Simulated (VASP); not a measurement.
H, 1 atom in the cell. It takes space group P4/mmm (No. 123, tetragonal). The conventional cell has a = 2.428 Å, b = 2.428 Å, c = 1.168 Å, α = 90.00°, β = 90.00°, γ = 90.00°. Within 1.6 Å of H (site symmetry 4/mmm) lie 2 H at 1.17 Å.  This cell differs from its parent crystal: ratio of the length along z to the lengths across it x 1.3, volume and fractional coordinates fixed.

| Quantity | Value |
| --- | --- |
| Program | VASP 6.6.1 |
| Task | single point |
| Functional | PBE |
| Dispersion | D3(BJ) |
| Potentials or basis | VASP PAW PBE potentials, release 64 (H) |
| Cutoff | 520 eV |
| k mesh | 12 × 12 × 30 |
| Occupations | gaussian, width 0.05 eV |
| Spin | no spin polarisation |
| Dipole correction | no |
| Further INCAR settings | ALGO = Normal; EDIFF = 1e-06; NBANDS = 6 |

Potentials or basis: VASP PAW PBE potentials, release 64 (H).

Launch:

```bash
$ cat potpaw_PBE.64/H/POTCAR > POTCAR
$ mpirun -np 1 vasp_std > vasp.out
```

Hardware: 1 thread of Intel Xeon 8259CL, with other jobs on the host.

Task: Estimate the wall time of this run.

Result: It took 21 s on 1 thread of Intel Xeon 8259CL, on a shared host, peak memory 0.13 GiB. Counts: scf iterations 11, k points 448.
